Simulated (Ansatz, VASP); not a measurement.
**One calculation of BaTiO3, two programs**

```
Ba Ti O
1.0
     2.79518    1.61380    2.28797
    -2.79518    1.61380    2.28797
     0.00000   -3.22759    2.28797
Ba Ti O
1 1 3
Direct
  0.99871 0.99871 0.99871
  0.48860 0.48860 0.48860
  0.50936 0.50936 0.01316
  0.01316 0.50936 0.50936
  0.50936 0.01316 0.50936
```

Alike in both runs: functional PBEsol; dispersion D3(BJ); k mesh 4 × 4 × 4; no spin polarisation.

Ansatz relaxed the structure, and its values are those at the end. VASP's run is a single point on that final structure, the one shown.

```csv
,VASP,Ansatz
version,VASP 6.6.1,Ansatz 0.2.0
potentials or method,"VASP PAW PBE potentials, release 64 (Ba_sv, Ti_sv, O)","plane waves, PAW"
plane-wave cutoff (eV),520,420
occupations,"gaussian, width 0.01 eV",fixed
valence electrons in the cell,40,40
```

|  | VASP | Ansatz | Ansatz less VASP |
| --- | --- | --- | --- |
| pressure (GPa) | 2.1 | 0.0 | -2.13 |
| rms of the force components (eV/Å) | 0.021 | 0.001 | -0.0192 |

VASP's potentials were made for PBE, not for PBEsol.

Spin-orbit coupling is off throughout.
